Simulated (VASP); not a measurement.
# BP (F-43m) in VASP: further runs

BP is run at these levels: HF; tasks: single point.

All numbers are computed with VASP 6.6.1; they aren't measurements. Logs are shortened: lines on timing, memory, paths and dates and some standing lists are left out, and cuts for length are marked.

## (1) The cell of the first run

The structure is cubic, space group F-43m (No. 216). Conventional cell: a = 4.627 Å, b = 4.627 Å, c = 4.627 Å, α = 90.00°, β = 90.00°, γ = 90.00°. P (site symmetry -43m) has 4 B at 2.00 Å within 2.7 Å. B (site symmetry -43m) has 4 P at 2.00 Å within 2.7 Å.

## (2) Single point, HF

The input, POSCAR:

```
BP
1.0
    0.0000000000      2.3135014941      2.3135014941
    2.3135014941      0.0000000000      2.3135014941
    2.3135014941      2.3135014941      0.0000000000
P B
1 1
Direct
    0.7500000000      0.7500000000      0.7500000000
    0.0000000000      0.0000000000      0.0000000000
```

The input, INCAR.step1:

```
SYSTEM = BP
  PREC = Accurate
  ENCUT = 1000
  EDIFF = 1E-5
  ISMEAR = -1
  SIGMA = 0.05
  LREAL = .FALSE.
  LASPH = .TRUE.
  NELM = 120
  ALGO = Normal
  ISIF = 2
  LWAVE = .TRUE.
  LCHARG = .FALSE.
  GGA = PE
  NBANDS = 11
  GGA_COMPAT = .FALSE.
```

The input, INCAR.step2:

```
SYSTEM = BP
  PREC = Accurate
  ENCUT = 1000
  EDIFF = 1E-6
  ISMEAR = -1
  SIGMA = 0.05
  LREAL = .FALSE.
  LASPH = .TRUE.
  NELM = 120
  ALGO = Normal
  ISIF = 2
  LWAVE = .FALSE.
  LCHARG = .FALSE.
  GGA = PE
  LHFCALC = .TRUE.
  AEXX = 1.0
  ALDAC = 0.0
  AGGAC = 0.0
  PRECFOCK = Normal
  ISTART = 1
  NBANDS = 11
  GGA_COMPAT = .FALSE.
```

The input, KPOINTS:

```
Automatic mesh
0
G
  5 5 5
  0 0 0
```

Potentials or basis: VASP PAW PBE potentials, release 64 (P, B_h).

Run with:

```bash
$ cat potpaw_PBE.64/P/POTCAR potpaw_PBE.64/B_h/POTCAR > POTCAR
$ cp INCAR.step1 INCAR
$ mpirun -np 1 vasp_std > vasp.out
$ cp INCAR.step2 INCAR
$ mpirun -np 1 vasp_std > vasp.out
```

OUTCAR:

```text
SYSTEM = BP
   PREC = Accurate
   ENCUT = 1000
   EDIFF = 1E-6
   ISMEAR = -1
   LREAL = .FALSE.
   LASPH = .TRUE.
   NELM = 120
   ISIF = 2
   GGA = PE
   LHFCALC = .TRUE.
   AEXX = 1.0
   PRECFOCK = Normal
   ISTART = 1

 ion  position               nearest neighbor table
   1  0.750  0.750  0.750-   2 2.00   2 2.00   2 2.00   2 2.00
   2  0.000  0.000  0.000-   1 2.00   1 2.00   1 2.00   1 2.00

  LATTYP: Found a face centered cubic cell.
 ALAT       =     4.6270029882

  Lattice vectors:

 A1 = (   0.0000000000,   2.3135014941,   2.3135014941)
 A2 = (   2.3135014941,   0.0000000000,   2.3135014941)
 A3 = (   2.3135014941,   2.3135014941,   0.0000000000)

Analysis of symmetry for initial positions (statically):
=====================================================================
 Subroutine PRICEL returns:
 Original cell was already a primitive cell.

 Routine SETGRP: Setting up the symmetry group for a
 face centered cubic supercell.

 Subroutine GETGRP returns: Found 24 space group operations
 (whereof 24 operations were pure point group operations)
 out of a pool of 48 trial point group operations.

The static configuration has the point symmetry T_d .

Analysis of symmetry for dynamics (positions and initial velocities):
=====================================================================
 Subroutine PRICEL returns:
 Original cell was already a primitive cell.

 Routine SETGRP: Setting up the symmetry group for a
 face centered cubic supercell.

 Subroutine GETGRP returns: Found 24 space group operations
 (whereof 24 operations were pure point group operations)
 out of a pool of 48 trial point group operations.

The dynamic configuration has the point symmetry T_d .

 Subroutine INISYM returns: Found 24 space group operations
 (whereof 24 operations are pure point group operations),
 and found     1 'primitive' translations

----------------------------------------------------------------------------------------

                                     Primitive cell

  volume of cell :      24.7651

  direct lattice vectors                    reciprocal lattice vectors
     0.000000000  2.313501494  2.313501494    -0.216122618  0.216122618  0.216122618
     2.313501494  0.000000000  2.313501494     0.216122618 -0.216122618  0.216122618
     2.313501494  2.313501494  0.000000000     0.216122618  0.216122618 -0.216122618

[... 82 lines left out ...]
   EFERMI =   0.00;   METHOD = LEGACY
   ISMEAR =    -1;   SIGMA  =   0.05  broadening in eV -4-tet -1-fermi 0-gaus
   EFERMI_NEDOS =   21; number of points for ismear=-14 and -15
   IALGO  =     38    algorithm
   IMIX   =      1    mixing-type and parameters
     AMIX     =   0.40;   BMIX     =  1.00
     AMIX_MAG =   1.60;   BMIX_MAG =  1.00
  volume/ion in A,a.u.               =      12.38        83.56
  Fermi-wavevector in a.u.,A,eV,Ry     =   1.123290  2.122709 17.167550  1.261779
  Thomas-Fermi vector in A             =   2.259955
   LORBIT       =      0    0 simple, 1 ext, 2 COOP (PROOUT), +10 PAW based schemes
   GGA     = PE    functional components
   LHFCALC =     T    Hartree Fock is set to
   PRECFOCK=normal    Normal, Fast or Accurate (Low or Medium for compatibility)
   ENCUT4O =  -1.0   cutoff for four orbital integrals eV
   NKREDX  =     1    reduce k-point grid by
   NKREDY  =     1    reduce k-point grid by
   NKREDZ  =     1    reduce k-point grid by
   AEXX    =    1.0000 exact exchange contribution
   HFSCREEN=    0.0000 screening length (either q_TF or 0.3 A-1)
   HFSCREENC=   0.0000 screening length for correlation (either q_TF or 0.3 A-1)
   ENCUTFOCK=  -1.0 apply spherical cutoff to Coloumb kernel
   IVDW    =     0    specifies the selected vdW correction
   LEPSILON=     F    determine dielectric tensor
   LRPA    =     F    only Hartree local field effects (RPA)
 non-spin polarized calculation
  energy-cutoff  :     1000.00
  volume of cell :       24.77
 maximum number of plane-waves:      1807
 NGX is ok and might be reduce to    36
  NGX = 28; NGY = 28; NGZ = 28

 number of electron       8.0000000 magnetization

 Free energy of the ion-electron system (eV)
  ---------------------------------------------------
  ext. energy  EPLUGINS =         0.00000000
  ---------------------------------------------------
  free energy    TOTEN  =       -21.50144291 eV

  energy without entropy =      -21.50144291  energy(sigma->0) =      -21.50144291

 E-fermi :   6.0691     XC(G=0):   0.0000

 val. band max:        5.0646865304   @ k =   0.0000   0.0000   0.0000
 cond. band min:      13.1585101688   @ k =   0.4000   0.4000   0.0000
 fundamental gap:      8.0938236384
 Fermi energy:         6.0690798357

 k-point     1 :       0.0000    0.0000    0.0000
  band No.  band energies     occupation
      1     -15.8789      2.00000
      2       5.0647      2.00000
      3       5.0647      2.00000
      4       5.0647      2.00000
      5      15.8849      0.00000
      6      15.8849      0.00000
      7      15.8849      0.00000
      8      20.3761      0.00000
      9      24.4128      0.00000
     10      25.8884      0.00000
     11      25.8884      0.00000
[... 113 lines left out ...]
 k-point    10 :      -0.4000    0.4000    0.2000
  band No.  band energies     occupation
      1     -10.2761      2.00000
      2      -5.3279      2.00000
      3      -1.8818      2.00000
      4      -0.1198      2.00000
      5      17.2194      0.00000
      6      18.2460      0.00000
      7      19.9832      0.00000
      8      24.7104      0.00000
      9      25.5069      0.00000
     10      28.8811      0.00000
     11      32.7856      0.00000

------------------------ aborting loop because EDIFF is reached ----------------------------------------

  FORCE on cell =-STRESS in cart. coord.  units (eV):
  Direction    XX          YY          ZZ          XY          YZ          ZX
  --------------------------------------------------------------------------------------
  -------------------------------------------------------------------------------------
  Total       -0.9715991     -0.9715991     -0.9715991      0.0000000      0.0000000      0.0000000
  in kB      -62.8576753    -62.8576753    -62.8576753      0.0000000      0.0000000      0.0000000
  external PRESSURE =     -62.8576753 kB  Pullay stress =       0.0000000 kB

 VOLUME and BASIS-vectors are now :
 -----------------------------------------------------------------------------
  energy-cutoff  :     1000.00
  volume of cell :       24.77
      direct lattice vectors                 reciprocal lattice vectors
     0.000000000  2.313501494  2.313501494    -0.216122618  0.216122618  0.216122618
     2.313501494  0.000000000  2.313501494     0.216122618 -0.216122618  0.216122618
     2.313501494  2.313501494  0.000000000     0.216122618  0.216122618 -0.216122618

 POSITION                                       TOTAL-FORCE (eV/Angst)
 -----------------------------------------------------------------------------------
      3.47025      3.47025      3.47025        -0.000000      0.000000      0.000000
      0.00000      0.00000      0.00000         0.000000     -0.000000     -0.000000
 -----------------------------------------------------------------------------------
    total drift:                               -0.000000      0.000000     -0.000000

  FREE ENERGIE OF THE ION-ELECTRON SYSTEM (eV)
  ---------------------------------------------------
  free  energy   TOTEN  =       -21.5014429088 eV

  energy  without entropy=      -21.5014429087  energy(sigma->0) =      -21.50144291
```

OUTCAR.step1:

```text
SYSTEM = BP
   PREC = Accurate
   ENCUT = 1000
   EDIFF = 1E-5
   ISMEAR = -1
   LREAL = .FALSE.
[... 345 lines left out ...]
      3.47025      3.47025      3.47025         0.000000      0.000000      0.000000
      0.00000      0.00000      0.00000        -0.000000     -0.000000     -0.000000
 -----------------------------------------------------------------------------------
    total drift:                                0.000000      0.000000      0.000000

  FREE ENERGIE OF THE ION-ELECTRON SYSTEM (eV)
  ---------------------------------------------------
  free  energy   TOTEN  =       -12.8518683774 eV

  energy  without entropy=      -12.8518681852  energy(sigma->0) =      -12.85186828
```

Wall time 7 min (1 thread of Intel Xeon Platinum 8488C (Sapphire Rapids), shared host); peak memory 0.21 GiB.

What came out:

- Free energy: -21.5014 eV
- Pressure: -6.3 GPa
- Band gap on the k mesh: 8.09 eV (least direct gap 10.82 eV)

Caveat: the k points lie up to 0.47 Å⁻¹ apart; the PAW data sets were made with another functional, which shifts forces and pressure a little; an odd mesh through Γ misses points on the zone boundary, where band edges can lie.

## (3) Single point, HF

This run uses another cell than the first one, of 11.68 Å³/atom.

The input, POSCAR:

```
BP
1.0
    0.0000000000      2.2690000000      2.2690000000
    2.2690000000      0.0000000000      2.2690000000
    2.2690000000      2.2690000000      0.0000000000
P B
1 1
Direct
    0.7500000000      0.7500000000      0.7500000000
    0.0000000000      0.0000000000      0.0000000000
```

The input, INCAR.step1:

```
SYSTEM = BP
PREC = Accurate
ENCUT = 1000
EDIFF = 1E-5
ISMEAR = -1
SIGMA = 0.05
LREAL = .FALSE.
LASPH = .TRUE.
NELM = 120
ALGO = Normal
ISIF = 2
LWAVE = .TRUE.
LCHARG = .FALSE.
GGA = PE
NBANDS = 11
GGA_COMPAT = .FALSE.
```

The input, INCAR.step2:

```
SYSTEM = BP
PREC = Accurate
ENCUT = 1000
EDIFF = 1E-6
ISMEAR = -1
SIGMA = 0.05
LREAL = .FALSE.
LASPH = .TRUE.
NELM = 120
ALGO = Normal
ISIF = 2
LWAVE = .FALSE.
LCHARG = .FALSE.
GGA = PE
LHFCALC = .TRUE.
AEXX = 1.0
ALDAC = 0.0
AGGAC = 0.0
PRECFOCK = Normal
ISTART = 1
NBANDS = 11
GGA_COMPAT = .FALSE.
```

The input, KPOINTS:

```
Automatic mesh
0
G
  6 6 6
  0 0 0
```

Potentials or basis: VASP PAW PBE potentials, release 64 (P, B_h).

Run with:

```bash
$ cat potpaw_PBE.64/P/POTCAR potpaw_PBE.64/B_h/POTCAR > POTCAR
$ cp INCAR.step1 INCAR
$ mpirun -np 1 vasp_std > vasp.out
$ cp INCAR.step2 INCAR
$ mpirun -np 1 vasp_std > vasp.out
```

Wall time 25 min (1 thread of Intel Xeon Platinum 8375C at 2.90GHz (Ice Lake), shared host); peak memory 0.23 GiB.

It converged, with:

- Free energy: -21.4968 eV
- Pressure: 3.6 GPa
- Band gap on the k mesh: 8.09 eV (least direct gap 10.85 eV)

Levels at points of the mesh, in eV from the valence-band top:
| k point | band 1 | band 2 | band 3 | band 4 | band 5 | band 6 | band 7 | band 8 |
| --- | --- | --- | --- | --- | --- | --- | --- | --- |
| (0.00, 0.00, 0.00) | -21.65 | 0.00 | 0.00 | 0.00 | 10.85 | 10.85 | 10.85 | 16.31 |
| (0.50, 0.00, 0.00) | -17.08 | -12.52 | -2.36 | -2.36 | 11.29 | 12.44 | 12.44 | 18.84 |
| (0.50, 0.50, 0.00) | -14.76 | -12.31 | -5.53 | -5.53 | 8.09 | 8.48 | 22.52 | 22.52 |

Caveat: the cell stands under pressure; the PAW data sets were made with another functional, which shifts forces and pressure a little.
